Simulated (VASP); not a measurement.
A run of VASP 6.6.1 is set up as follows.

File INCAR:

```
PREC = Accurate ; ENCUT = 520
EDIFF = 1E-7 ; ISMEAR = 0
SIGMA = 0.05 ; LREAL = False
LASPH = True ; NELM = 100
ALGO = Normal ; ISIF = 2
LWAVE = False ; LCHARG = True
GGA = PE ; IVDW = 12
LELF = True ; LVHAR = True
NBANDS = 35
```

The input KPOINTS:

```
Automatic mesh
0
Gamma
  12 12 2
```

File POSCAR:

```
Te2Mo
1.0
    3.4964011497      0.0000000000      0.0000000000
   -1.7482005748      3.0279722174      0.0000000000
    0.0000000000      0.0000000000     13.7008448353
Te Mo
4 2
Direct
    0.3333333333      0.6666666667      0.6173401526
    0.6666666667      0.3333333333      0.1173401526
    0.3333333333      0.6666666667      0.8826598474
    0.6666666667      0.3333333333      0.3826598474
    0.4069621552      0.7034810776      0.2646513824
    0.6666666667      0.3333333333      0.7500000000
```

Potentials or basis: VASP PAW PBE potentials, release 64 (Te, Mo_sv).

The run is started by

```sh
$ cat potpaw_PBE.64/Te/POTCAR potpaw_PBE.64/Mo_sv/POTCAR > POTCAR
$ mpirun -np 1 vasp_std > vasp.out
```

Question: Estimate the dispersion energy per atom.

Answer: -0.554 eV.

Question: What does it give for the pressure?

Answer: 1.9 GPa.

Forces in eV/Å, atoms in the order of the input:
```
Te   0.011  0.006 -0.048
Te   0.772  0.446  1.238
Te   0.014  0.008  0.002
Te   1.717  0.992  3.177
Mo  -2.533 -1.462 -4.458
Mo   0.018  0.011  0.088
```

Caveat: the cell differs from its parent crystal (atom 5 (Mo) moved -0.300 Å towards its neighbour atom 2 (Te) at 2.716 Å); forces of over 1 eV/Å act on the atoms, so gaps and moduli don't describe the material at rest.
